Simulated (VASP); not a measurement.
MgSnO2:

```
Mg Sn O
1.0
     3.31055    0.00000    0.00000
    -1.65528    2.86702    0.00000
     0.00000    0.00000    5.45335
Mg Sn O
1 1 2
Direct
  0.00000 0.00000 0.00000
  0.00000 0.00000 0.50000
  0.33333 0.66667 0.74128
  0.66667 0.33333 0.25872
```

| Item | Value |
| --- | --- |
| Program | VASP 6.6.1 |
| Task | relaxation of cell and atoms |
| Functional | PBE |
| Potentials or basis | VASP PAW PBE potentials, release 64 (Mg, Sn_d, O) |
| Cutoff | 600 eV |
| k mesh | 6 × 6 × 4 |
| Occupations | gaussian, width 0.1 eV |
| Spin | no spin polarisation |

At the start: pressure 16.3 GPa; volume 12.94 Å³/atom.

Q: Where does the relaxation end?

A: Over 9 steps the energy falls by 415.9 meV/atom and the volume is 12.98 Å³/atom (+0.3 %); space group P-3m1 (No. 164, to 0.05 Å).

The path:
```tsv
step	energy change (eV)	largest force (eV/Å)	pressure (GPa)	volume (Å³)
1	0.0000	3.5853	16.33	51.76
2	-0.9573	1.0922	-10.32	62.25
3	-0.9768	1.3563	-8.13	60.77
4	-1.4478	0.7117	-6.78	57.20
5	-1.6326	0.1138	-4.27	54.17
6	-1.6362	0.2754	-3.66	53.67
7	-1.6549	0.0021	2.30	51.04
8	-1.6625	0.1060	0.07	51.93
9	-1.6638	0.0341	0.07	51.90
```

Final structure:
```
Mg Sn O
1.0
     3.17886    0.00000    0.00000
    -1.58943    2.75297    0.00000
     0.00000    0.00000    5.93105
Mg Sn O
1 1 2
Cartesian
  0.0000 0.0000 0.0000
  0.0000 0.0000 2.9655
  0.0000 1.8353 4.7609
  1.5894 0.9177 1.1702
```
